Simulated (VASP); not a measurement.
# Si4S (P6/mmm) in VASP: a series of runs, part 2 of 2

VASP 6.6.1. Earlier steps stand in the parts before.

## (3) Relaxation of cell and atoms, PBE

This run uses another cell than the first one, of 16.34 Å³/atom, 0.907 times its volume.

The input, INCAR:

```
PREC = Accurate
ENCUT = 600
EDIFF = 1E-6
ISMEAR = 0
SIGMA = 0.1
LREAL = False
LASPH = True
NELM = 100
ALGO = Normal
ISIF = 3
LWAVE = False
LCHARG = False
GGA = PE
IBRION = 2
NSW = 90
EDIFFG = -0.04
```

The input, KPOINTS:

```
regular mesh
0
Gamma
  6 6 4
```

The input, POSCAR:

```
Si4S
1.0
    4.0055181100      0.0000000000      0.0000000000
   -2.0027590500      3.4688804400      0.0000000000
    0.0000000000      0.0000000000      5.8797058400
Si S
4 1
Direct
    0.3333333300      0.6666666700      0.7236704900
    0.6666666700      0.3333333300      0.7236704900
    0.6666666700      0.3333333300      0.2763295100
    0.3333333300      0.6666666700      0.2763295100
    0.0000000000      0.0000000000      0.0000000000
```

Potentials or basis: VASP PAW PBE potentials, release 64 (Si, S).

Command:

```console
> cat potpaw_PBE.64/Si/POTCAR potpaw_PBE.64/S/POTCAR > POTCAR
> mpirun -np 1 vasp_std > vasp.out
```

OUTCAR:

```text
PREC = Accurate
   ENCUT = 600
   EDIFF = 1E-6
   ISMEAR = 0
   LREAL = False
   LASPH = True
   NELM = 100
   ISIF = 3
   GGA = PE
   IBRION = 2
   NSW = 90
   EDIFFG = -0.04

 ion  position               nearest neighbor table
   1  0.333  0.667  0.724-   2 2.31   2 2.31   2 2.31   4 2.63   5 2.83   5 2.83   5 2.83
   2  0.667  0.333  0.724-   1 2.31   1 2.31   1 2.31   3 2.63   5 2.83   5 2.83   5 2.83
   3  0.667  0.333  0.276-   4 2.31   4 2.31   4 2.31   2 2.63   5 2.83   5 2.83   5 2.83
   4  0.333  0.667  0.276-   3 2.31   3 2.31   3 2.31   1 2.63   5 2.83   5 2.83   5 2.83
   5  0.000  0.000  0.000-   1 2.83   2 2.83   3 2.83   4 2.83   1 2.83   4 2.83   2 2.83   3 2.83
                             2 2.83   3 2.83   1 2.83   4 2.83

  LATTYP: Found a hexagonal cell.
 ALAT       =     4.0055181100
 C/A-ratio  =     1.4679014496

  Lattice vectors:

 A1 = (   4.0055181100,   0.0000000000,   0.0000000000)
 A2 = (  -2.0027590500,   3.4688804400,   0.0000000000)
 A3 = (   0.0000000000,   0.0000000000,   5.8797058400)

Analysis of symmetry for initial positions (statically):
=====================================================================
 Subroutine PRICEL returns:
 Original cell was already a primitive cell.

 Routine SETGRP: Setting up the symmetry group for a
 hexagonal supercell.

 Subroutine GETGRP returns: Found 24 space group operations
 (whereof 24 operations were pure point group operations)
 out of a pool of 24 trial point group operations.

The static configuration has the point symmetry D_6h.

Analysis of symmetry for dynamics (positions and initial velocities):
=====================================================================
 Subroutine PRICEL returns:
 Original cell was already a primitive cell.

 Routine SETGRP: Setting up the symmetry group for a
 hexagonal supercell.

 Subroutine GETGRP returns: Found 24 space group operations
 (whereof 24 operations were pure point group operations)
 out of a pool of 24 trial point group operations.

The dynamic configuration has the point symmetry D_6h.

 Subroutine INISYM returns: Found 24 space group operations
 (whereof 24 operations are pure point group operations),
 and found     1 'primitive' translations

----------------------------------------------------------------------------------------

                                     Primitive cell

  volume of cell :      81.6965

  direct lattice vectors                    reciprocal lattice vectors
     4.005518110  0.000000000  0.000000000     0.249655593  0.144138724  0.000000000
    -2.002759050  3.468880440  0.000000000     0.000000000  0.288277448  0.000000000
     0.000000000  0.000000000  5.879705840     0.000000000  0.000000000  0.170076536

  length of vectors
     4.005518110  4.005518109  5.879705840     0.288277448  0.288277448  0.170076536

  position of ions in fractional coordinates (direct lattice)
     0.333333330  0.666666670  0.723670490
     0.666666670  0.333333330  0.723670490
     0.666666670  0.333333330  0.276329510
     0.333333330  0.666666670  0.276329510
     0.000000000  0.000000000  0.000000000

  ion indices of the primitive-cell ions
   primitive index   ion index
                 1           1
                 2           2
                 3           3
                 4           4
                 5           5

----------------------------------------------------------------------------------------

 KPOINTS: regular mesh

Automatic generation of k-mesh.
 Grid dimensions read from file:
 generate k-points for:    6    6    4

 Generating k-lattice:

  Cartesian coordinates                     Fractional coordinates (reciprocal lattice)
     0.041609266  0.024023121  0.000000000     0.166666667 -0.000000000  0.000000000
     0.000000000  0.048046241  0.000000000     0.000000000  0.166666667  0.000000000
     0.000000000  0.000000000  0.042519134     0.000000000  0.000000000  0.250000000

  Length of vectors
     0.048046241  0.048046241  0.042519134

  Shift w.r.t. Gamma in fractional coordinates (k-lattice)
     0.000000000  0.000000000  0.000000000

 Subroutine IBZKPT returns following result:
 ===========================================

 Found     21 irreducible k-points:

 Following reciprocal coordinates:
            Coordinates               Weight
  0.000000  0.000000  0.000000      1.000000
  0.166667  0.000000  0.000000      6.000000
  0.333333 -0.000000  0.000000      6.000000
  0.500000  0.000000  0.000000      3.000000
  0.166667  0.166667  0.000000      6.000000
  0.333333  0.166667  0.000000     12.000000
[... 13 lines left out ...]
  0.333333  0.166667  0.500000     12.000000
  0.333333  0.333333  0.500000      2.000000
   k-points           NKPTS =     21   k-points in BZ     NKDIM =     21   number of bands    NBANDS=     15
   number of dos      NEDOS =    301   number of ions     NIONS =      5
   total plane-waves  NPLWV =  49152
   dimension x,y,z NGX =    32 NGY =   32 NGZ =   48
   dimension x,y,z NGXF=    64 NGYF=   64 NGZF=   96
   ions per type =               4   1
   NGX,Y,Z   is equivalent  to a cutoff of  13.28, 13.28, 13.57 a.u.
   NGXF,Y,Z  is equivalent  to a cutoff of  26.56, 26.56, 27.14 a.u.
 SYSTEM =  unknown system
   PREC   = accura    normal or accurate (medium, high low for compatibility)
   ISTART =      0    job   : 0-new  1-cont  2-samecut
   ICHARG =      2    charge: 1-file 2-atom 10-const
   ISPIN  =      1    spin polarized calculation?
   LNONCOLLINEAR =      F non collinear calculations
   LSORBIT =      F    spin-orbit coupling
   LASPH  =      T    aspherical Exc in radial PAW
   ENCUT  =  600.0 eV  44.10 Ry    6.64 a.u.   8.00  8.00 11.74*2*pi/ulx,y,z
   NELM   =    100;   NELMIN=  2; NELMDL= -5     # of ELM steps
   EDIFF  = 0.1E-05   stopping-criterion for ELM
   LREAL  =      F    real-space projection
   EDIFFG = -.4E-01   stopping-criterion for IOM
   NSW    =     90    number of steps for IOM
   IBRION =      2    ionic relax: 0-MD 1-quasi-New 2-CG
   NFREE  =      1    steps in history (QN), initial steepest desc. (CG)
   ISIF   =      3    stress and relaxation
   ISYM   =      2    0-nonsym 1-usesym 2-fastsym
   POTIM  = 0.5000    time-step for ionic-motion
   TEBEG  =    0.0;   TEEND  =   0.0 temperature during run
   PSTRESS=    0.0 pullay stress
   NELECT =      22.0000    total number of electrons
   NUPDOWN=      -1.0000    fix difference up-down
   EMIN   =  10.00;   EMAX   =-10.00  energy-range for DOS
   EFERMI =   0.00;   METHOD = LEGACY
   ISMEAR =     0;   SIGMA  =   0.10  broadening in eV -4-tet -1-fermi 0-gaus
   EFERMI_NEDOS =   21; number of points for ismear=-14 and -15
   IALGO  =     38    algorithm
   IMIX   =      4    mixing-type and parameters
     AMIX     =   0.40;   BMIX     =  1.00
     AMIX_MAG =   1.60;   BMIX_MAG =  1.00
  volume/ion in A,a.u.               =      16.34       110.26
  Fermi-wavevector in a.u.,A,eV,Ry     =   1.057177  1.997776 15.206197  1.117624
  Thomas-Fermi vector in A             =   2.192441
   LORBIT       =      0    0 simple, 1 ext, 2 COOP (PROOUT), +10 PAW based schemes
   GGA     = PE    functional components
   LHFCALC =     F    Hartree Fock is set to
   AEXX    =    0.0000 exact exchange contribution
   IVDW    =     0    specifies the selected vdW correction
   LEPSILON=     F    determine dielectric tensor
   LRPA    =     F    only Hartree local field effects (RPA)
 conjugate gradient relaxation of ions
 non-spin polarized calculation
 Gauss-broadening in eV      SIGMA  =   0.10
  energy-cutoff  :      600.00
  volume of cell :       81.70
 maximum number of plane-waves:      2754
   NGX = 17   NGY = 17   NGZ = 23

--------------------------------------- Ionic step        1  -------------------------------------------

 number of electron      22.0000003 magnetization

 Free energy of the ion-electron system (eV)
  ---------------------------------------------------
  ext. energy  EPLUGINS =         0.00000000
  ---------------------------------------------------
  free energy    TOTEN  =       -22.91403305 eV

  energy without entropy =      -22.90267140  energy(sigma->0) =      -22.90835223

------------------------ aborting loop because EDIFF is reached ----------------------------------------

  FORCE on cell =-STRESS in cart. coord.  units (eV):
  Direction    XX          YY          ZZ          XY          YZ          ZX
  --------------------------------------------------------------------------------------
  -------------------------------------------------------------------------------------
  Total        5.0367735      5.0367735      3.2708606      0.0000000      0.0000000     -0.0000000
  in kB       98.7778046     98.7778047     64.1459127      0.0000001      0.0000000     -0.0000000
  external PRESSURE =      87.2338407 kB  Pullay stress =       0.0000000 kB
[... 102 lines left out ...]
  energy  without entropy=      -23.0925563119  energy(sigma->0) =      -23.10002230

--------------------------------------- Ionic step        4  -------------------------------------------

 number of electron      21.9999998 magnetization

 Free energy of the ion-electron system (eV)
  ---------------------------------------------------
  ext. energy  EPLUGINS =         0.00000000
  ---------------------------------------------------
  free energy    TOTEN  =       -23.10744275 eV

  energy without entropy =      -23.09259759  energy(sigma->0) =      -23.10002017

 E-fermi :   7.1240     XC(G=0): -10.1723

 val. band max:        7.0912371586   @ k =   0.3333  -0.0000   0.2500
 cond. band min:       7.1355851164   @ k =   0.3333   0.3333   0.2500
 fundamental gap:      0.0443479578
 Fermi energy:         7.1240084186

 k-point     1 :       0.0000    0.0000    0.0000
  band No.  band energies     occupation
      1      -7.2643      2.00000
      2      -3.0709      2.00000
      3      -2.8163      2.00000
      4       3.5327      2.00000
      5       3.8191      2.00000
      6       3.8191      2.00000
      7       4.3362      2.00000
      8       4.3362      2.00000
      9       4.8472      2.00000
     10       5.8984      2.00000
     11       6.1636      2.00000
     12       6.1636      2.00000
     13       8.6793      0.00000
     14       9.0592      0.00000
     15       9.6163      0.00000
[... 390 lines left out ...]
  FREE ENERGIE OF THE ION-ELECTRON SYSTEM (eV)
  ---------------------------------------------------
  free  energy   TOTEN  =       -23.1074427472 eV

  energy  without entropy=      -23.0925975938  energy(sigma->0) =      -23.10002017

 reached required accuracy - stopping structural energy minimisation
```

OSZICAR:

```text
N       E                     dE             d eps       ncg     rms          rms(c)
DAV:   1     0.573791964768E+02    0.57379E+02   -0.98185E+03   630   0.138E+03
DAV:   2    -0.193934378681E+02   -0.76773E+02   -0.75337E+02   833   0.175E+02
DAV:   3    -0.231808759016E+02   -0.37874E+01   -0.37539E+01   882   0.363E+01
[... 34 lines left out ...]
DAV:   1    -0.231075369098E+02   -0.48488E-04   -0.26428E-03   721   0.292E-01    0.734E-02
DAV:   2    -0.231074568527E+02    0.80057E-04   -0.30527E-04   672   0.995E-02    0.264E-02
DAV:   3    -0.231074454732E+02    0.11380E-04   -0.68036E-05   679   0.508E-02    0.160E-02
DAV:   4    -0.231074426175E+02    0.28557E-05   -0.68059E-06   700   0.151E-02    0.600E-03
DAV:   5    -0.231074427472E+02   -0.12977E-06   -0.10914E-06   322   0.623E-03
   4 F= -.23107443E+02 E0= -.23100020E+02  d E =-.193410E+00
```

Run time: 63 s. Hardware: 1 thread of Intel Xeon Platinum 8259CL at 2.50GHz (Skylake/Cascade Lake), shared host; peak memory 0.22 GiB.

Results:

- Free energy: -23.1074 eV
- Relaxed volume: 17.78 Å³/atom
- Relaxed cell: a = 4.136 Å, b = 4.136 Å, c = 6.004 Å, α = 90.00°, β = 90.00°, γ = 120.00°
- Space group after relaxing (to 0.05 Å): P6/mmm (No. 191)
- Energy gained by relaxing: 38.7 meV/atom
- Ionic steps: 4
- Pressure after relaxing: 0.1 GPa
- Largest force after relaxing: 0.005 eV/Å
- Band gap on the k mesh: zero (band 11 reaches 8.00 eV, above the bottom of band 12 at 6.11 eV)

Forces in eV/Å, atoms in the order of the input:
```
Si   0.000  0.000 -0.005
Si   0.000  0.000 -0.005
Si   0.000  0.000  0.005
Si   0.000  0.000  0.005
S    0.000  0.000  0.000
```

The path:
| step | energy change (eV) | largest force (eV/Å) | pressure (GPa) | volume (Å³) |
| --- | --- | --- | --- | --- |
| 1 | 0.0000 | 0.1131 | 8.72 | 81.70 |
| 2 | -0.1572 | 0.0561 | -2.95 | 92.66 |
| 3 | -0.1935 | 0.0072 | -0.07 | 89.07 |
| 4 | -0.1934 | 0.0046 | 0.07 | 88.92 |

Final structure:
```cif
data_structure
_symmetry_space_group_name_H-M 'P 1'
_symmetry_Int_Tables_number 1
_cell_length_a 4.1355
_cell_length_b 4.1355
_cell_length_c 6.0036
_cell_angle_alpha 90.000
_cell_angle_beta 90.000
_cell_angle_gamma 120.000
_cell_volume 88.92
loop_
_atom_site_label
_atom_site_type_symbol
_atom_site_fract_x
_atom_site_fract_y
_atom_site_fract_z
_atom_site_occupancy
Si1 Si 0.33333 0.66667 0.72430 1
Si2 Si 0.66667 0.33333 0.72430 1
Si3 Si 0.66667 0.33333 0.27570 1
Si4 Si 0.33333 0.66667 0.27570 1
S1 S 0.00000 0.00000 0.00000 1
```
